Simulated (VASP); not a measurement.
A run of VASP 6.6.1 is set up as follows.

INCAR

```
ALGO = Fast ; EDIFF = 1E-6
EDIFFG = -0.01 ; ENCUT = 600
GGA = PS ; IBRION = 2
ISIF = 4 ; ISMEAR = 0
LASPH = True ; LCHARG = False
LREAL = False ; LWAVE = False
NELM = 60 ; NSW = 50
PREC = Accurate ; SIGMA = 0.1
```

The input KPOINTS:

```
k-points
0
Gamma
  18 18 8
```

File POSCAR:

```
Hf
1.0
    3.1899492170      0.0000000000      0.0000000000
   -1.5949746085      2.7625770587      0.0000000000
    0.0000000000      0.0000000000      5.0495841735
Hf
2
Direct
    0.3333333333      0.6666666667      0.2500000000
    0.6666666667      0.3333333333      0.7500000000
```

Potentials or basis: VASP PAW PBE potentials, release 64 (Hf_pv).

The run is started by

```console
$ cat potpaw_PBE.64/Hf_pv/POTCAR > POTCAR
$ mpirun -np 1 vasp_std > vasp.out
```

Problem. Predict the band gap on the k mesh.

Solution. Zero (bands 10 and 11 overlap by 1.57 eV).

Final structure:
```xyz
2
Lattice="3.1916 0.0000 0.0000 -1.5958 2.7640 0.0000 0.0000 0.0000 5.0444" Properties=species:S:1:pos:R:3 pbc="T T T"
Hf    0.0000    1.8427    1.2611
Hf    1.5958    0.9213    3.7833
```

Caveat: spin-orbit coupling is left out, which moves the levels of the heavy elements.
